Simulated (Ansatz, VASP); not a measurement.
LiH: VASP beside Ansatz

POSCAR

```
LiH
1.0
    0.0000000000      2.0029948411      1.9929798669
    2.0029948411      0.0000000000      1.9929798669
    2.0029948411      2.0029948411      0.0000000000
Li H
1 1
Direct
    0.0000000000      0.0000000000      0.0000000000
    0.5000000000      0.5000000000      0.5000000000
```

The input INCAR.step1:

```
ALGO     = Normal         # electronic algorithm
EDIFF    = 1E-5           # SCF threshold, eV
ENCUT    = 520            # plane-wave cutoff, eV
GGA      = PE             # functional
ISIF     = 2              # what is computed and relaxed
ISMEAR   = 0              # smearing method
LASPH    = T              # aspherical terms in the spheres
LREAL    = F              # projectors in reciprocal space
LWAVE    = T              # write WAVECAR
NBANDS   = 9              # bands
NELM     = 60             # most SCF steps
PREC     = Accurate       # precision mode
SIGMA    = 0.01           # smearing width, eV
```

INCAR.step2

```
ALGO     = Normal         # electronic algorithm
EDIFF    = 1E-6           # SCF threshold, eV
ENCUT    = 520            # plane-wave cutoff, eV
GGA      = PE             # functional
HFSCREEN = 0.2079         # screening, 1/A
ISIF     = 2              # what is computed and relaxed
ISMEAR   = 0              # smearing method
ISTART   = 1            
LASPH    = T              # aspherical terms in the spheres
LCHARG   = T              # write CHGCAR
LELF     = T              # ELF
LHFCALC  = T              # exact exchange
LREAL    = F              # projectors in reciprocal space
LVHAR    = T            
LWAVE    = F              # write WAVECAR
NBANDS   = 9              # bands
NELM     = 60             # most SCF steps
PREC     = Accurate       # precision mode
PRECFOCK = Normal       
SIGMA    = 0.01           # smearing width, eV
```

File KPOINTS:

```
k-points
0
Gamma
  8 8 8
```

Input for Ansatz:

```yaml
crystal:
  lattice:
    - [0.0, 2.0029948411, 1.9929798669]
    - [2.0029948411, 0.0, 1.9929798669]
    - [2.0029948411, 2.0029948411, 0.0]
  atoms:
    - { symbol: Li, position: [0.0, 0.0, 0.0] }
    - { symbol: H, position: [0.5, 0.5, 0.5] }
kpoints:
  mp_grid: { grid: [8, 8, 8] }
  band_path:
    path:
      - [0.0, 0.0, 0.0]
      - [0.5, 0.0, 0.5]
      - [0.625, 0.25, 0.625]
      - [0.375, 0.375, 0.75]
      - [0.5, 0.5, 0.5]
      - [0.5, 0.25, 0.75]
      - [0.5, 0.5, 0.0]
      - [0.0, 0.5, 0.5]
    npoints: 1
hamiltonian:
  xc: hse06
scf:
  occupations: { method: fixed }
  n_extra_bands: 4
output:
  forces: true
  stress: true
  eigenvalues: true
```

Change from the starting cell: uniaxial_z strain -0.5%.

Alike in both runs: task single point; functional HSE06; k mesh 8 × 8 × 8; no spin polarisation.

```csv
,VASP,Ansatz
version,VASP 6.6.1,Ansatz 0.2.0
potentials or method,"VASP PAW PBE potentials, release 64 (Li_sv, H)","plane waves, PAW"
plane-wave cutoff (eV),520,420
occupations,"gaussian, width 0.01 eV",fixed
valence electrons in the cell,4,4
```

```csv
,VASP,Ansatz,Ansatz less VASP
gap on the k mesh at the Fermi level (eV),3.91,3.92,+0.002
```

Ansatz's warnings: stress exchange threshold loose, stress scf threshold loose.

Noted on VASP's run: the cutoff is under 1.25 times that of the potentials, so the pressure is a little rough.
